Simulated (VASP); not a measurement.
Write the native input for VASP 6.6.1 that does the following.

| Item | Value |
| --- | --- |
| Task | single point |
| Functional | PBE |
| Potentials or basis | VASP PAW PBE potentials, release 64 (Eu, Bi_d) |
| Cutoff | 520 eV |
| k mesh | 8 × 8 × 8 |
| Occupations | gaussian, width 0.05 eV |
| Spin | collinear spin, ferromagnetic start |
| Starting moments | [7.18, 0.0] μB |
| Dipole correction | no |
| Further INCAR settings | ALGO = Fast; EDIFF = 1e-06; NBANDS = 27 |

The structure of EuBi lies in POSCAR:

```
EuBi
1.0
    0.0000000000      3.6503006188      3.6503006188
    3.6503006188      0.0000000000      3.6503006188
    3.6503006188      3.6503006188      0.0000000000
Eu Bi
1 1
Direct
    0.0000000000      0.0000000000      0.0000000000
    0.2500000000      0.2500000000      0.2500000000
```

One way to write it, as run:

INCAR

```
ALGO     = Fast           # electronic algorithm
EDIFF    = 1E-6           # SCF threshold, eV
ENCUT    = 520            # plane-wave cutoff, eV
GGA      = PE             # functional
ISIF     = 2              # what is computed and relaxed
ISMEAR   = 0              # smearing method
ISPIN    = 2              # spin polarisation
LASPH    = True           # aspherical terms in the spheres
LCHARG   = False          # write CHGCAR
LMAXMIX  = 6              # l up to which the mixer works
LORBIT   = 11             # projections on sites
LREAL    = False          # projectors in reciprocal space
LWAVE    = False          # write WAVECAR
MAGMOM   = 7.18 0         # initial moments
NBANDS   = 27             # bands
NELM     = 150            # most SCF steps
PREC     = Accurate       # precision mode
SIGMA    = 0.05           # smearing width, eV
```

KPOINTS

```
k-points
0
Gamma
  8 8 8
```

Potentials or basis: VASP PAW PBE potentials, release 64 (Eu, Bi_d).

Command:

```sh
$ cat potpaw_PBE.64/Eu/POTCAR potpaw_PBE.64/Bi_d/POTCAR > POTCAR
$ mpirun -np 1 vasp_std > vasp.out
```

It gave:

```
Pressure                                              : 0.9 GPa
Band gap on the k mesh                                : zero (filled and empty bands overlap)
Net moment                                            : 6.00 μB per cell
Site moments                                          : Eu +6.41; Bi -0.32 μB
Valence electrons inside the program's atomic spheres : Eu 14.67; Bi 13.00
```

Caveat: spin-orbit coupling is left out, which moves the levels of the heavy elements; without U or exact exchange the open f shell lies at the Fermi level, which spoils levels, moments and volumes.

It took 12 min on 1 thread of Intel Xeon 6975P-C, with other jobs on the host, peak memory 0.4 GiB.
